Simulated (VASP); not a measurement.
Runs of VASP 6.6.1 on MnO2. The structure is that of space group P-3m1 (No. 164), or close to it. The cells are those of the table. 

```csv
cell,gap on the mesh (eV),pressure (GPa),moment (μB),largest force (eV/Å)
"a = 2.717, b = 2.717, c = 4.376 Å, angles 90.0, 90.0, 120.0°, 3 atoms",2.39,55.0,3.00,3.29
"a = 2.778, b = 2.778, c = 4.475 Å, angles 90.0, 90.0, 120.0°, 3 atoms",2.34,31.9,3.00,1.92
"a = 2.857, b = 2.857, c = 4.601 Å, angles 90.0, 90.0, 120.0°, 3 atoms",1.96,10.8,3.00,0.57
"a = 2.818, b = 2.818, c = 4.539 Å, angles 90.0, 90.0, 120.0°, 3 atoms",2.20,20.2,3.00,1.19
"a = 2.652, b = 2.652, c = 4.272 Å, angles 90.0, 90.0, 120.0°, 3 atoms",(a),(b),3.00,5.06
```

Alike in all rows: task single point; level PBE+U; potentials or basis VASP PAW PBE potentials, release 64 (Mn_pv, O); spin collinear, ferromagnetic start; Mn d U = 3.9 eV; k mesh 12 × 12 × 6; cutoff (eV) 520; smearing gaussian 0.02 eV.

Estimate the missing entries.

(a) 2.05; (b) 87.2.

Caveats: a cell with one magnetic atom can't hold antiferromagnetic order, which such compounds often take; forces of over 1 eV/Å act on the atoms, so gaps and moduli don't describe the material at rest (at least some runs); the stress differs along the axes, from 39 to 63 GPa (at least some runs); the stress differs along the axes, from 23 to 37 GPa (at least some runs); the cell stands under pressure (at least some runs); the stress differs along the axes, from 14 to 23 GPa (at least some runs); the stress differs along the axes, from 62 to 100 GPa (at least some runs).

A k mesh can miss the band edges.
